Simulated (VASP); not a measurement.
## Bi: single point with PBEsol

Bi:

```
Bi
1.0
     4.71971    0.00000    0.00000
     0.00000    4.58595    0.00000
    -0.35053    0.00000    6.59764
Bi
4
Direct
  0.25137 0.25000 0.74873
  0.74863 0.75000 0.25127
  0.24989 0.25000 0.24888
  0.75011 0.75000 0.75112
```

| Property | Result |
| --- | --- |
| Program | VASP 6.6.1 |
| Task | single point |
| Functional | PBEsol |
| Potentials or basis | VASP PAW PBE potentials, release 64 (Bi_d) |
| Cutoff | 520 eV |
| k mesh | 6 × 6 × 4 |
| Occupations | fermi-dirac, width 0.05 eV |
| Spin | no spin polarisation |

| Property | Result |
| --- | --- |
| Pressure | -3.1 GPa |
| Largest force | 0.006 eV/Å |
| Band gap on the k mesh | zero (band 30 reaches 6.09 eV, above the bottom of band 31 at 5.78 eV) |

Forces on the atoms (eV/Å):
```
Bi   0.004  0.000  0.000
Bi  -0.004  0.000  0.000
Bi   0.004  0.000  0.005
Bi  -0.004  0.000 -0.005
```

Stress tensor (GPa, compression positive):
```
-3.85  0.00  0.31
 0.00 -3.21  0.00
 0.31  0.00 -2.27
```

Levels at points of the mesh, in eV from the Fermi level:
```
           k point  band 26  band 27  band 28  band 29  band 30  band 31  band 32  band 33  band 34  band 35
(0.00, 0.00, 0.00)    -3.08    -2.80    -1.63    -1.15    -1.05     2.80     2.95     3.04     3.21     4.73
(0.50, 0.00, 0.00)    -3.26    -0.95    -0.94    -0.79    -0.75     0.93     0.97     0.97     0.98     4.43
(0.00, 0.50, 0.00)    -3.23    -1.15    -1.15    -0.94    -0.94     0.72     0.72     0.77     0.77     4.54
(0.50, 0.50, 0.00)    -4.74    -3.13    -3.13    -2.75    -2.75     2.80     2.80     4.69     4.69     4.88
(0.00, 0.00, 0.50)    -2.38    -2.10    -2.10    -1.74    -1.74     1.89     1.91     3.55     3.55     3.76
(0.50, 0.00, 0.50)    -0.58    -0.23    -0.22    -0.15    -0.14    -0.14    -0.14     0.04     0.04     0.06
(0.00, 0.50, 0.50)    -0.54    -0.53    -0.53    -0.21    -0.21    -0.20    -0.20    -0.10    -0.10    -0.09
(0.50, 0.50, 0.50)    -4.01    -4.01    -4.01     0.11     0.11     0.12     0.12     5.38     5.38     5.38
```

It took 8.5 min on 1 thread of AMD EPYC 7R13 (shared host), peak memory 0.34 GiB.

Caveat: the PAW data sets were made with another functional, which shifts forces and pressure a little; spin-orbit coupling is left out, which moves the levels of the heavy elements.
